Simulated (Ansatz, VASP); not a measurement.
# WSe2 in VASP and in Ansatz

File INCAR:

```
SYSTEM = WSe2
ALGO = Normal
EDIFF = 1E-6
ENCUT = 520
GGA = PE
ISIF = 2
ISMEAR = 0
IVDW = 12
LASPH = .True.
LCHARG = .False.
LREAL = .False.
LWAVE = .False.
NBANDS = 20
NELM = 60
PREC = Accurate
SIGMA = 0.05
```

KPOINTS

```
k-points
0
Gamma
  9 9 4
  0 0 0
```

File POSCAR:

```
WSe2
1.0
    3.2407853126      0.0000000000      0.0000000000
   -1.6203926563      2.8066024089      0.0000000000
    0.0000000000      0.0000000000      7.1688500340
W Se
1 2
Direct
    0.0000000000      0.0000000000      0.0000000000
    0.3333333333      0.6666666667      0.2405528385
    0.3333333333      0.6666666667      0.7594471615
```

Input for Ansatz:

```yaml
crystal:
  lattice:
    - [3.2407853126, 0.0, 0.0]
    - [-1.6203926563, 2.8066024089, 0.0]
    - [0.0, 0.0, 7.168850034]
  atoms:
    - { symbol: W, position: [0.0, 0.0, 0.0] }
    - { symbol: Se, position: [0.3333333333, 0.6666666667, 0.2405528385] }
    - { symbol: Se, position: [0.3333333333, 0.6666666667, 0.7594471615] }
basis:
  ecutwfc: 420
kpoints:
  mp_grid: { grid: [9, 9, 4] }
hamiltonian:
  xc: pbe
  pseudopotentials: { kind: paw, azcp: { folder: soft_1 } }
  dispersion: d3bj
scf:
  occupations: { method: gaussian, width: 0.05 }
output:
  forces: true
  stress: true
  eigenvalues: true
```

Change from the starting cell: strain +e along x and -e along y +0.0000, strain +e along z and -e/2 along x and y +0.0233.

Alike in both runs: task single point; functional PBE; dispersion D3(BJ); k mesh 9 × 9 × 4; occupations gaussian, width 0.05 eV; no spin polarisation.

|  | VASP | Ansatz |
| --- | --- | --- |
| version | VASP 6.6.1 | Ansatz 0.2.0 |
| potentials or method | VASP PAW PBE potentials, release 64 (W_sv, Se), cutoff 520 eV | scalar-relativistic, plane waves, PAW |
| valence electrons in the cell | 26 | 46 |

Ansatz gave:

* gap on the k mesh at the Fermi level (eV): 1.22
* least direct gap on the mesh (eV): 1.86
* pressure (GPa): -0.5
* traceless stress, the component that is largest in VASP (GPa): -3.48
* rms of the force components (eV/Å): 0.181

Task: What did VASP give for the same quantities?

Result: gap on the k mesh at the Fermi level (eV): 1.22; least direct gap on the mesh (eV): 1.86; pressure (GPa): -0.2; traceless stress, the component that is largest in VASP (GPa): -3.40; rms of the force components (eV/Å): 0.159.

Atom by atom the forces differ by 0.022 eV/Å (rms over components). VASP's potentials hold 26 valence electrons a cell and Ansatz's 46, so a difference there can come from the potentials and not from the codes.

Spin-orbit coupling is off throughout.
